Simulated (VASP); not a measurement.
# SiC (P4/nmm) in VASP: notebook

The runs below take SiC through single point, relaxation of cell and atoms, with PBE.

Program: VASP 6.6.1. These are calculated values, not measurements. Logs are shortened: lines on timing, memory, paths and dates and some standing lists are left out, and cuts for length are marked.

### 1 The cell of the first run

The structure is tetragonal, space group P4/nmm (No. 129). Conventional cell: a = 3.219 Å, b = 3.219 Å, c = 4.068 Å, α = 90.00°, β = 90.00°, γ = 90.00°. Si (site symmetry 4mm) has 4 C at 1.87 Å within 2.5 Å. C (site symmetry -4m2) has 4 Si at 1.87 Å and 4 C at 2.28 Å within 2.5 Å.

### 2 Single point, PBE

INCAR reads:

```
SYSTEM = SiC
  ALGO = Normal
  EDIFF = 1E-7
  ENCUT = 520
  GGA = PE
  ISIF = 2
  ISMEAR = 0
  LASPH = .True.
  LCHARG = .True.
  LELF = .True.
  LREAL = .False.
  LVHAR = .True.
  LWAVE = .False.
  NBANDS = 16
  NELM = 80
  PREC = Accurate
  SIGMA = 0.1
```

KPOINTS reads:

```
k-points
0
Gamma
  6 6 4
  0 0 0
```

POSCAR reads:

```
SiC
1.0
    3.2192064630      0.0000000000      0.0000000000
    0.0000000000      3.2192064630      0.0000000000
    0.0000000000      0.0000000000      4.0677472970
Si C
2 2
Direct
    0.0000000000      0.5000000000      0.2351000000
    0.5000000000      0.0000000000      0.7649000000
    0.0000000000      0.0000000000      0.0000000000
    0.5000000000      0.5000000000      0.0000000000
```

Potentials or basis: VASP PAW PBE potentials, release 64 (Si, C).

On the command line:

```sh
> cat potpaw_PBE.64/Si/POTCAR potpaw_PBE.64/C/POTCAR > POTCAR
> mpirun -np 1 vasp_std > vasp.out
```

OUTCAR:

```text
SYSTEM = SiC
   EDIFF = 1E-7
   ENCUT = 520
   GGA = PE
   ISIF = 2
   ISMEAR = 0
   LASPH = .True.
   LREAL = .False.
   NELM = 80
   PREC = Accurate

 ion  position               nearest neighbor table
   1  0.000  0.500  0.235-   3 1.87   4 1.87   3 1.87   4 1.87   2 2.97   2 2.97   2 2.97   2 2.97
                             2 3.13   2 3.13   2 3.13   2 3.13
   2  0.500  0.000  0.765-   3 1.87   4 1.87   4 1.87   3 1.87   1 2.97   1 2.97   1 2.97   1 2.97
                             1 3.13   1 3.13   1 3.13   1 3.13
   3  0.000  0.000  0.000-   1 1.87   2 1.87   1 1.87   2 1.87
   4  0.500  0.500  0.000-   1 1.87   2 1.87   2 1.87   1 1.87

  LATTYP: Found a simple tetragonal cell.
 ALAT       =     3.2192064630
 C/A-ratio  =     1.2635869565

  Lattice vectors:

 A1 = (   3.2192064630,   0.0000000000,   0.0000000000)
 A2 = (   0.0000000000,   3.2192064630,   0.0000000000)
 A3 = (   0.0000000000,   0.0000000000,   4.0677472970)

Analysis of symmetry for initial positions (statically):
=====================================================================
 Subroutine PRICEL returns:
 Original cell was already a primitive cell.

 Routine SETGRP: Setting up the symmetry group for a
 simple tetragonal supercell.

 Subroutine GETGRP returns: Found 16 space group operations
 (whereof  8 operations were pure point group operations)
 out of a pool of 16 trial point group operations.

The static configuration has the point symmetry D_2d.
 The point group associated with its full space group is D_4h.

Analysis of symmetry for dynamics (positions and initial velocities):
=====================================================================
 Subroutine PRICEL returns:
 Original cell was already a primitive cell.

 Routine SETGRP: Setting up the symmetry group for a
 simple tetragonal supercell.

 Subroutine GETGRP returns: Found 16 space group operations
 (whereof  8 operations were pure point group operations)
 out of a pool of 16 trial point group operations.

The dynamic configuration has the point symmetry D_2d.
 The point group associated with its full space group is D_4h.

 Subroutine INISYM returns: Found 16 space group operations
 (whereof  8 operations are pure point group operations),
 and found     1 'primitive' translations

----------------------------------------------------------------------------------------

                                     Primitive cell

[... 90 lines left out ...]
   LSORBIT =      F    spin-orbit coupling
   LASPH  =      T    aspherical Exc in radial PAW
   ENCUT  =  520.0 eV  38.22 Ry    6.18 a.u.   5.99  5.99  7.56*2*pi/ulx,y,z
   NELM   =     80;   NELMIN=  2; NELMDL= -5     # of ELM steps
   EDIFF  = 0.1E-06   stopping-criterion for ELM
   LREAL  =      F    real-space projection
   EDIFFG = 0.1E-05   stopping-criterion for IOM
   NSW    =      0    number of steps for IOM
   IBRION =     -1    ionic relax: 0-MD 1-quasi-New 2-CG
   NFREE  =      0    steps in history (QN), initial steepest desc. (CG)
   ISIF   =      2    stress and relaxation
   ISYM   =      2    0-nonsym 1-usesym 2-fastsym
   POTIM  = 0.5000    time-step for ionic-motion
   TEBEG  =    0.0;   TEEND  =   0.0 temperature during run
   PSTRESS=    0.0 pullay stress
   NELECT =      16.0000    total number of electrons
   NUPDOWN=      -1.0000    fix difference up-down
   EMIN   =  10.00;   EMAX   =-10.00  energy-range for DOS
   EFERMI =   0.00;   METHOD = LEGACY
   ISMEAR =     0;   SIGMA  =   0.10  broadening in eV -4-tet -1-fermi 0-gaus
   EFERMI_NEDOS =   21; number of points for ismear=-14 and -15
   IALGO  =     38    algorithm
   IMIX   =      4    mixing-type and parameters
     AMIX     =   0.40;   BMIX     =  1.00
     AMIX_MAG =   1.60;   BMIX_MAG =  1.00
  volume/ion in A,a.u.               =      10.54        71.12
  Fermi-wavevector in a.u.,A,eV,Ry     =   1.185307  2.239906 19.115551  1.404953
  Thomas-Fermi vector in A             =   2.321504
   LORBIT       =      0    0 simple, 1 ext, 2 COOP (PROOUT), +10 PAW based schemes
   GGA     = PE    functional components
   LHFCALC =     F    Hartree Fock is set to
   AEXX    =    0.0000 exact exchange contribution
   IVDW    =     0    specifies the selected vdW correction
   LEPSILON=     F    determine dielectric tensor
   LRPA    =     F    only Hartree local field effects (RPA)
 non-spin polarized calculation
 Gauss-broadening in eV      SIGMA  =   0.10
  energy-cutoff  :      520.00
  volume of cell :       42.16
 maximum number of plane-waves:      1160
 NGX is ok and might be reduce to    24
   NGX = 11   NGY = 11   NGZ = 15

 number of electron      16.0000003 magnetization

 Free energy of the ion-electron system (eV)
  ---------------------------------------------------
  ext. energy  EPLUGINS =         0.00000000
  ---------------------------------------------------
  free energy    TOTEN  =       -22.95949250 eV

  energy without entropy =      -22.95162125  energy(sigma->0) =      -22.95555688

 E-fermi :   8.8812     XC(G=0): -11.3442

 val. band max:        8.8278000420   @ k =   0.1667   0.0000   0.0000
 cond. band min:       8.8935593286   @ k =   0.3333   0.0000   0.0000
 fundamental gap:      0.0657592866
 Fermi energy:         8.8812087051

 k-point     1 :       0.0000    0.0000    0.0000
  band No.  band energies     occupation
      1      -8.9569      2.00000
      2       0.6488      2.00000
      3       1.4130      2.00000
      4       1.7570      2.00000
      5       1.7570      2.00000
      6       3.2819      2.00000
[... 433 lines left out ...]
      3       1.2256      2.00000
      4       1.2256      2.00000
      5       4.7864      2.00000
      6       4.7864      2.00000
[... 8 lines left out ...]
     15      19.9977      0.00000
     16      19.9977      0.00000

 [... further k-points ...]
[... 5 lines left out ...]
  --------------------------------------------------------------------------------------
  -------------------------------------------------------------------------------------
  Total        9.5440955      9.5440955      7.4153003      0.0000000      0.0000000      0.0000000
  in kB      362.7385661    362.7385661    281.8303103      0.0000000      0.0000000      0.0000000
  external PRESSURE =     335.7691475 kB  Pullay stress =       0.0000000 kB

 VOLUME and BASIS-vectors are now :
 -----------------------------------------------------------------------------
  energy-cutoff  :      520.00
  volume of cell :       42.16
      direct lattice vectors                 reciprocal lattice vectors
     3.219206463  0.000000000  0.000000000     0.310635559  0.000000000  0.000000000
     0.000000000  3.219206463  0.000000000     0.000000000  0.310635559  0.000000000
     0.000000000  0.000000000  4.067747297     0.000000000  0.000000000  0.245836314

 POSITION                                       TOTAL-FORCE (eV/Angst)
 -----------------------------------------------------------------------------------
      0.00000      1.60960      0.95633        -0.000000      0.000000      3.052299
      1.60960      0.00000      3.11142        -0.000000      0.000000     -3.052299
      0.00000      0.00000      0.00000        -0.000000     -0.000000      0.000000
      1.60960      1.60960      0.00000         0.000000      0.000000      0.000000
 -----------------------------------------------------------------------------------
    total drift:                                0.000000     -0.000000     -0.000000

  FREE ENERGIE OF THE ION-ELECTRON SYSTEM (eV)
  ---------------------------------------------------
  free  energy   TOTEN  =       -22.9594924988 eV

  energy  without entropy=      -22.9516212539  energy(sigma->0) =      -22.95555688
```

OSZICAR:

```text
N       E                     dE             d eps       ncg     rms          rms(c)
DAV:   1     0.282330214104E+02    0.28233E+02   -0.71077E+03   960   0.905E+02
DAV:   2    -0.241158267849E+02   -0.52349E+02   -0.46301E+02  1296   0.152E+02
DAV:   3    -0.263583251521E+02   -0.22425E+01   -0.22251E+01  1248   0.296E+01
DAV:   4    -0.263775992374E+02   -0.19274E-01   -0.19271E-01  1312   0.321E+00
DAV:   5    -0.263778484335E+02   -0.24920E-03   -0.24919E-03  1272   0.340E-01    0.125E+01
DAV:   6    -0.230873254912E+02    0.32905E+01   -0.80123E+00  1192   0.168E+01    0.547E+00
DAV:   7    -0.229724217822E+02    0.11490E+00   -0.11121E+00  1152   0.627E+00    0.319E+00
DAV:   8    -0.229630965070E+02    0.93253E-02   -0.88209E-02  1288   0.183E+00    0.945E-01
DAV:   9    -0.229593431293E+02    0.37534E-02   -0.96900E-03  1240   0.655E-01    0.119E-01
DAV:  10    -0.229595006332E+02   -0.15750E-03   -0.10534E-03  1280   0.207E-01    0.579E-02
DAV:  11    -0.229594966304E+02    0.40027E-05   -0.10365E-04  1320   0.646E-02    0.243E-02
DAV:  12    -0.229594936061E+02    0.30243E-05   -0.10133E-05  1264   0.204E-02    0.126E-02
DAV:  13    -0.229594924807E+02    0.11255E-05   -0.32628E-06  1240   0.997E-03    0.440E-03
DAV:  14    -0.229594924988E+02   -0.18160E-07   -0.62906E-07  1232   0.510E-03
   1 F= -.22959492E+02 E0= -.22955557E+02  d E =-.787124E-02
```

stdout:

```text
POSCAR found type information on POSCAR SiC
 POSCAR found :  2 types and       4 ions
 scaLAPACK will be used
 LDA part: xc-table for (Slater+PW92), standard interpolation
 POSCAR, INCAR and KPOINTS ok, starting setup
 FFT: planning ... GRIDC
 FFT: planning ... GRID_SOFT
 FFT: planning ... GRID
 WAVECAR not read
 entering main loop
```

Wall time 6.9 s (1 thread of Intel Xeon 6975P-C (Granite Rapids), shared host); peak memory 0.14 GiB.

Results:

* Free energy: -22.9595 eV
* Pressure: 33.6 GPa
* Largest force: 3.052 eV/Å
* Band gap on the k mesh: zero (band 8 reaches 9.88 eV, above the bottom of band 9 at 6.74 eV)

Forces in eV/Å, atoms in the order of the input:
```
Si   0.000  0.000  3.052
Si   0.000  0.000 -3.052
C    0.000  0.000  0.000
C    0.000  0.000  0.000
```

Stress tensor (GPa, compression positive):
```
36.27  0.00  0.00
 0.00 36.27  0.00
 0.00  0.00 28.18
```

Caveat: the k points lie up to 0.39 Å⁻¹ apart; forces of over 1 eV/Å act on the atoms, so gaps and moduli don't describe the material at rest.

(Continued in part 2 of 2.)
